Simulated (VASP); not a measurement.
# Re (P6_3/mmc) in VASP: notebook, part 3 of 3

VASP 6.6.1.

**5. Single point, PBEsol**

This run uses another cell than the first one, of 12.95 Å³/atom.

File INCAR:

```
SYSTEM = Re
ALGO = Normal
EDIFF = 1E-6
ENCUT = 520
GGA = PS
ISIF = 2
ISMEAR = 0
LASPH = .True.
LCHARG = .False.
LREAL = .False.
LWAVE = .False.
NBANDS = 14
NELM = 80
PREC = Accurate
SIGMA = 0.15
```

File KPOINTS:

```
k-points
0
Gamma
  18 18 10
  0 0 0
```

File POSCAR:

```
Re
1.0
    2.7045000000      0.0000000000      0.0000000000
   -1.3522500000      2.3421657045      0.0000000000
    0.0000000000      0.0000000000      4.0878000000
Re
2
Direct
    0.3333333333      0.6666666667      0.2500000000
    0.6666666667      0.3333333333      0.7500000000
```

Potentials or basis: VASP PAW PBE potentials, release 64 (Re).

Started as:

```
$ cat potpaw_PBE.64/Re/POTCAR > POTCAR
$ mpirun -np 1 vasp_std > vasp.out
```

OUTCAR:

```text
SYSTEM = Re
   EDIFF = 1E-6
   ENCUT = 520
   GGA = PS
   ISIF = 2
   ISMEAR = 0
   LASPH = .True.
   LREAL = .False.
   NELM = 80
   PREC = Accurate

 ion  position               nearest neighbor table
   1  0.333  0.667  0.250-   2 2.57   2 2.57   2 2.57   2 2.57   2 2.57   2 2.57
   2  0.667  0.333  0.750-   1 2.57   1 2.57   1 2.57   1 2.57   1 2.57   1 2.57

  LATTYP: Found a hexagonal cell.
 ALAT       =     2.7045000000
 C/A-ratio  =     1.5114808652

  Lattice vectors:

 A1 = (   2.7045000000,   0.0000000000,   0.0000000000)
 A2 = (  -1.3522500000,   2.3421657045,   0.0000000000)
 A3 = (   0.0000000000,   0.0000000000,   4.0878000000)

Analysis of symmetry for initial positions (statically):
=====================================================================
 Subroutine PRICEL returns:
 Original cell was already a primitive cell.

 Routine SETGRP: Setting up the symmetry group for a
 hexagonal supercell.

 Subroutine GETGRP returns: Found 24 space group operations
 (whereof 12 operations were pure point group operations)
 out of a pool of 24 trial point group operations.

The static configuration has the point symmetry D_3d.
 The point group associated with its full space group is D_6h.

Analysis of symmetry for dynamics (positions and initial velocities):
=====================================================================
 Subroutine PRICEL returns:
 Original cell was already a primitive cell.

 Routine SETGRP: Setting up the symmetry group for a
 hexagonal supercell.

 Subroutine GETGRP returns: Found 24 space group operations
 (whereof 12 operations were pure point group operations)
 out of a pool of 24 trial point group operations.

The dynamic configuration has the point symmetry D_3d.
 The point group associated with its full space group is D_6h.

 Subroutine INISYM returns: Found 24 space group operations
 (whereof 12 operations are pure point group operations),
 and found     1 'primitive' translations

[... 122 lines left out ...]
   IVDW    =     0    specifies the selected vdW correction
   LEPSILON=     F    determine dielectric tensor
   LRPA    =     F    only Hartree local field effects (RPA)
 non-spin polarized calculation
 Gauss-broadening in eV      SIGMA  =   0.15
  energy-cutoff  :      520.00
  volume of cell :       25.89
 maximum number of plane-waves:       715
 NGX is ok and might be reduce to    20
   NGX =  9   NGY =  9   NGZ = 15

 number of electron      14.0000000 magnetization

 Free energy of the ion-electron system (eV)
  ---------------------------------------------------
  ext. energy  EPLUGINS =         0.00000000
  ---------------------------------------------------
  free energy    TOTEN  =       -26.04099098 eV

  energy without entropy =      -26.01994853  energy(sigma->0) =      -26.03046975

 E-fermi :   9.3509     XC(G=0): -14.5193

 val. band max:        9.3507010799   @ k =   0.3333   0.0556   0.3000
 cond. band min:       9.3542281699   @ k =   0.1667  -0.0000   0.0000
 fundamental gap:      0.0035270899
 Fermi energy:         9.3509055935

 k-point     1 :       0.0000    0.0000    0.0000
  band No.  band energies     occupation
      1      -1.3880      2.00000
      2       1.7291      2.00000
      3       7.2384      2.00000
      4       7.2384      2.00000
      5       8.3863      2.00000
      6       8.5169      2.00000
      7       8.5169      2.00000
      8       8.8516      2.00000
      9       8.8516      2.00000
     10      11.2513      0.00000
     11      13.3191      0.00000
     12      13.3191      0.00000
     13      21.7768      0.00000
     14      23.3774      0.00000
[... 377 lines left out ...]
      1       2.7034      2.00000
      2       3.1248      2.00000
      3       3.3182      2.00000
      4       6.4613      2.00000
      5       6.6614      2.00000
      6       8.3428      2.00000
      7       9.1358      1.95740
      8      13.3411      0.00000
      9      13.5860      0.00000
     10      14.9883      0.00000
     11      15.7126      0.00000
     12      18.6480      0.00000
     13      21.2138      0.00000
     14      21.5087      0.00000

 [... further k-points ...]

------------------------ aborting loop because EDIFF is reached ----------------------------------------

  FORCE on cell =-STRESS in cart. coord.  units (eV):
  Direction    XX          YY          ZZ          XY          YZ          ZX
  --------------------------------------------------------------------------------------
  -------------------------------------------------------------------------------------
  Total        7.9426901      7.9426901     14.6281749     -0.0000000     -0.0000000      0.0000000
  in kB      491.4552291    491.4552291    905.1206707     -0.0000000     -0.0000000      0.0000000
  external PRESSURE =     629.3437096 kB  Pullay stress =       0.0000000 kB

 VOLUME and BASIS-vectors are now :
 -----------------------------------------------------------------------------
  energy-cutoff  :      520.00
  volume of cell :       25.89
      direct lattice vectors                 reciprocal lattice vectors
     2.704500000  0.000000000  0.000000000     0.369754114  0.213477637  0.000000000
    -1.352250000  2.342165705  0.000000000     0.000000000  0.426955274  0.000000000
     0.000000000  0.000000000  4.087800000     0.000000000  0.000000000  0.244630364

 POSITION                                       TOTAL-FORCE (eV/Angst)
 -----------------------------------------------------------------------------------
     -0.00000      1.56144      1.02195         0.000000      0.000000      0.000000
      1.35225      0.78072      3.06585         0.000000     -0.000000      0.000000
 -----------------------------------------------------------------------------------
    total drift:                               -0.000000      0.000000     -0.000000

  FREE ENERGIE OF THE ION-ELECTRON SYSTEM (eV)
  ---------------------------------------------------
  free  energy   TOTEN  =       -26.0409909759 eV

  energy  without entropy=      -26.0199485341  energy(sigma->0) =      -26.03046975
```

OSZICAR:

```text
N       E                     dE             d eps       ncg     rms          rms(c)
DAV:   1     0.200755246424E+02    0.20076E+02   -0.69749E+03 12432   0.129E+03
DAV:   2    -0.263795127713E+02   -0.46455E+02   -0.41431E+02 10302   0.301E+02
DAV:   3    -0.272954843825E+02   -0.91597E+00   -0.90287E+00  9294   0.408E+01
DAV:   4    -0.273038814014E+02   -0.83970E-02   -0.83919E-02  9786   0.260E+00
DAV:   5    -0.273040428022E+02   -0.16140E-03   -0.16139E-03  9264   0.641E-01    0.566E+01
DAV:   6    -0.264207205912E+02    0.88332E+00   -0.46627E-01 10846   0.175E+01    0.277E+01
DAV:   7    -0.260483141504E+02    0.37241E+00   -0.48067E-01 10834   0.171E+01    0.439E-01
DAV:   8    -0.260419701848E+02    0.63440E-02   -0.57391E-03 10418   0.755E-01    0.288E-01
DAV:   9    -0.260409766199E+02    0.99356E-03   -0.48843E-04 10674   0.265E-01    0.453E-02
DAV:  10    -0.260409936060E+02   -0.16986E-04   -0.78166E-05 10412   0.137E-01    0.216E-02
DAV:  11    -0.260409910574E+02    0.25486E-05   -0.29549E-07  6128   0.163E-02    0.185E-03
DAV:  12    -0.260409909759E+02    0.81485E-07   -0.16665E-07  4380   0.125E-02
   1 F= -.26040991E+02 E0= -.26030470E+02  d E =-.210424E-01
```

stdout:

```text
POSCAR found type information on POSCAR Re
 POSCAR found :  1 types and       2 ions
 scaLAPACK will be used
 -----------------------------------------------------------------------------
|                                                                             |
|                                                                             |
|     You enforced a specific xc type in the INCAR file but a different       |
|     I HOPE YOU KNOW WHAT YOU ARE DOING!                                     |
|                                                                             |
 -----------------------------------------------------------------------------

 LDA part: xc-table for (Slater+PW92), standard interpolation
 POSCAR, INCAR and KPOINTS ok, starting setup
 FFT: planning ... GRIDC
 FFT: planning ... GRID_SOFT
 FFT: planning ... GRID
 WAVECAR not read
 entering main loop
```

Wall time 58 s (1 thread of AMD EPYC 7R13 (Zen 3), shared host); peak memory 0.16 GiB.

Results:

```
Free energy            : -26.0410 eV
Pressure               : 62.9 GPa
Band gap on the k mesh : zero (bands 7 and 8 overlap by 4.22 eV)
```

Stress tensor (GPa, compression positive):
```
49.15  0.00  0.00
 0.00 49.15  0.00
 0.00  0.00 90.51
```

Levels at points of the mesh, in eV from the Fermi level:
```
           k point  band 4  band 5  band 6  band 7  band 8  band 9  band 10  band 11
(0.00, 0.00, 0.00)   -2.11   -0.96   -0.83   -0.83   -0.50   -0.50     1.90     3.97
(0.50, 0.00, 0.00)   -2.97   -1.97   -0.87   -0.07    4.14    5.06     5.87     7.13
(0.00, 0.00, 0.50)   -2.47   -2.47   -2.47   -2.25   -2.25    3.21     3.21     3.21
(0.50, 0.00, 0.50)   -4.56    0.12    0.12    1.26    1.26    4.69     4.69     5.72
```

Caveat: the stress differs along the axes, from 49 to 91 GPa; the PAW data sets were made with another functional, which shifts forces and pressure a little; spin-orbit coupling is left out, which moves the levels of the heavy elements.

**6. Single point, PBEsol**

This run uses another cell than the first one, of 13.06 Å³/atom.

File INCAR:

```
SYSTEM = Re
PREC = Accurate
ENCUT = 520
EDIFF = 1E-7
ISMEAR = 0
SIGMA = 0.15
LREAL = .False.
LASPH = .True.
NELM = 60
ALGO = Normal
ISIF = 2
LWAVE = .False.
LCHARG = .False.
GGA = PS
NBANDS = 14
```

File KPOINTS:

```
Automatic mesh
0
Gamma
  18 18 10
  0 0 0
```

File POSCAR:

```
Re
1.0
    2.6586000000      0.0000000000      0.0000000000
   -1.3293000000      2.3024151385      0.0000000000
    0.0000000000      0.0000000000      4.2656000000
Re
2
Direct
    0.3333333333      0.6666666667      0.2500000000
    0.6666666667      0.3333333333      0.7500000000
```

Potentials or basis: VASP PAW PBE potentials, release 64 (Re).

Started as:

```
$ cat potpaw_PBE.64/Re/POTCAR > POTCAR
$ mpirun -np 1 vasp_std > vasp.out
```

Run time: 66 s. Hardware: 1 thread of AMD EPYC 7R13 (Zen 3), shared host; peak memory 0.16 GiB.

Results (log left out):

```yaml
Free_energy: -26.2709 eV
Pressure: 55.5 GPa
Band_gap_on_the_k_mesh: zero (bands 7 and 8 overlap by 4.02 eV)
```

Stress tensor (GPa, compression positive):
```
54.05  0.00  0.00
 0.00 54.05  0.00
 0.00  0.00 58.40
```

Levels at points of the mesh, in eV from the Fermi level:
```csv
k point,band 3,band 4,band 5,band 6,band 7,band 8,band 9,band 10,band 11,band 12
"(0.00, 0.00, 0.00)",-1.95,-1.95,-1.82,-0.91,-0.91,0.12,0.12,1.04,3.95,3.95
"(0.50, 0.00, 0.00)",-6.17,-2.41,-1.75,-1.48,-0.60,4.70,5.32,5.38,7.23,8.28
"(0.00, 0.00, 0.50)",-2.69,-2.69,-2.11,-2.11,-2.11,-2.11,3.05,3.05,3.05,3.05
"(0.50, 0.00, 0.50)",-4.83,-4.83,0.39,0.39,1.25,1.25,5.09,5.09,5.69,5.69
```

Caveat: the cell stands under pressure; the PAW data sets were made with another functional, which shifts forces and pressure a little; spin-orbit coupling is left out, which moves the levels of the heavy elements.

**7. Overview**

```csv
cell,gap on the mesh (eV),pressure (GPa)
"a = 2.613, b = 2.613, c = 4.266 Å, angles 90.0, 90.0, 120.0°, 2 atoms",none,79.0
"a = 2.659, b = 2.659, c = 4.088 Å, angles 90.0, 90.0, 120.0°, 2 atoms",none,85.8
"a = 2.750, b = 2.750, c = 3.910 Å, angles 90.0, 90.0, 120.0°, 2 atoms",none,75.0
"a = 2.704, b = 2.704, c = 4.088 Å, angles 90.0, 90.0, 120.0°, 2 atoms",none,62.9
"a = 2.659, b = 2.659, c = 4.266 Å, angles 90.0, 90.0, 120.0°, 2 atoms",none,55.5
```

Alike in all rows: task single point; level PBEsol; potentials or basis VASP PAW PBE potentials, release 64 (Re); no spin polarisation; k mesh 18 × 18 × 10; cutoff (eV) 520; smearing gaussian 0.15 eV.

Caveats: the PAW data sets were made with another functional, which shifts forces and pressure a little; spin-orbit coupling is left out, which moves the levels of the heavy elements; the stress differs along the axes, from 74 to 82 GPa (at least some runs); the stress differs along the axes, from 74 to 109 GPa (at least some runs); the stress differs along the axes, from 52 to 121 GPa (at least some runs); the stress differs along the axes, from 49 to 91 GPa (at least some runs); the cell stands under pressure (at least some runs).

Absolute energies hang on the potentials; compare differences alone.
